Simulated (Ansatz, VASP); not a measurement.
# InSb: VASP beside Ansatz

The input INCAR:

```
SYSTEM = InSb
PREC = Accurate
ENCUT = 520
EDIFF = 1E-6
ISMEAR = 0
SIGMA = 0.1
LREAL = .FALSE.
LASPH = .TRUE.
NELM = 80
ALGO = Normal
ISIF = 2
LWAVE = .FALSE.
LCHARG = .FALSE.
GGA = PE
NBANDS = 26
```

Contents of KPOINTS:

```
Automatic mesh
0
G
  12 12 8
  0 0 0
```

The input POSCAR:

```
InSb
1.0
    3.2502784936      3.2502784936      0.0000000000
   -3.2502784936      3.2502784936      0.0000000000
    0.0000000000      0.0000000000      6.5005569873
In Sb
2 2
Direct
    0.0000000000      0.0000000000      0.0000000000
    0.5000000000      0.5000000000      0.5000000000
    0.5000000000      0.0000000000      0.7500000000
    0.0000000000      0.5000000000      0.2500000000
```

Input for Ansatz:

```yaml
crystal:
  lattice:
    - [3.2502784936, 3.2502784936, 0.0]
    - [-3.2502784936, 3.2502784936, 0.0]
    - [0.0, 0.0, 6.5005569873]
  atoms:
    - { symbol: In, position: [0.0, 0.0, 0.0] }
    - { symbol: In, position: [0.5, 0.5, 0.5] }
    - { symbol: Sb, position: [0.5, 0.0, 0.75] }
    - { symbol: Sb, position: [0.0, 0.5, 0.25] }
basis:
  ecutwfc: 420
kpoints:
  mp_grid: { grid: [12, 12, 8] }
hamiltonian:
  xc: pbe
scf:
  occupations: { method: gaussian, width: 0.1 }
output:
  forces: true
  stress: true
  eigenvalues: true
```

Change from the starting cell: equal strain along all axes, cell held, atoms relaxed: -2.0 %.

Alike in both runs: task single point; functional PBE; k mesh 12 × 12 × 8; occupations gaussian, width 0.1 eV; no spin polarisation.

|  | VASP | Ansatz |
| --- | --- | --- |
| version | VASP 6.6.1 | Ansatz 0.2.0 |
| potentials or method | VASP PAW PBE potentials, release 64 (In_d, Sb), cutoff 520 eV | scalar-relativistic, plane waves, PAW |
| valence electrons in the cell | 36 | 56 |

|  | VASP | Ansatz | Ansatz less VASP |
| --- | --- | --- | --- |
| gap on the k mesh at the Fermi level (eV) | none | none | - |
| pressure (GPa) | 2.6 | 2.6 | +0.02 |

A gap of «none» marks a metal or a gap that the smearing closes. VASP's potentials hold 36 valence electrons a cell and Ansatz's 56, so a difference there can come from the potentials and not from the codes.

Spin-orbit coupling is off throughout.
